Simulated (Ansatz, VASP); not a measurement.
# Two plane-wave programs on GaP

The input INCAR:

```
SYSTEM = GaP
ALGO = Normal ; EDIFF = 1E-6
ENCUT = 520 ; GGA = PE
ISIF = 2 ; ISMEAR = 0
LASPH = .True. ; LCHARG = .False.
LREAL = .False. ; LWAVE = .False.
NBANDS = 16 ; NELM = 80
PREC = Accurate ; SIGMA = 0.05
```

File KPOINTS:

```
k-points
0
Gamma
  10 10 10
  0 0 0
```

File POSCAR:

```
GaP
1.0
    0.0000000000      2.8270580731      2.6799299204
    2.6799299204      0.0000000000      2.6799299204
    2.6799299204      2.8270580731      0.0000000000
Ga P
1 1
Direct
    0.0000000000      0.0000000000      0.0000000000
    0.7500000000      0.7500000000      0.7500000000
```

Input for Ansatz:

```yaml
crystal:
  lattice:
    - [0.0, 2.8270580731, 2.6799299204]
    - [2.6799299204, 0.0, 2.6799299204]
    - [2.6799299204, 2.8270580731, 0.0]
  atoms:
    - { symbol: Ga, position: [0.0, 0.0, 0.0] }
    - { symbol: P, position: [0.75, 0.75, 0.75] }
basis:
  ecutwfc: 420
kpoints:
  mp_grid: { grid: [10, 10, 10] }
hamiltonian:
  xc: pbe
  pseudopotentials: { kind: paw, azcp: { folder: soft_1 } }
scf:
  occupations: { method: gaussian, width: 0.05 }
output:
  forces: true
  stress: true
  eigenvalues: true
```

Alike in both runs: task single point; functional PBE; k mesh 10 × 10 × 10; occupations gaussian, width 0.05 eV; no spin polarisation.

|  | VASP | Ansatz |
| --- | --- | --- |
| version | VASP 6.6.1 | Ansatz 0.2.0 |
| potentials or method | VASP PAW PBE potentials, release 64 (Ga_d, P), cutoff 520 eV | scalar-relativistic, plane waves, PAW |
| valence electrons in the cell | 18 | 18 |

VASP gave:

| Property | Result |
| --- | --- |
| gap on the k mesh at the Fermi level (eV) | 1.35 |
| least direct gap on the mesh (eV) | 1.67 |
| pressure (GPa) | 2.1 |
| traceless stress, the component that is largest in VASP (GPa) | -2.87 |

**Question.** What did Ansatz give for the same quantities?

**Answer.** gap on the k mesh at the Fermi level (eV): 1.35; least direct gap on the mesh (eV): 1.67; pressure (GPa): 2.2; traceless stress, the component that is largest in VASP (GPa): -2.87.
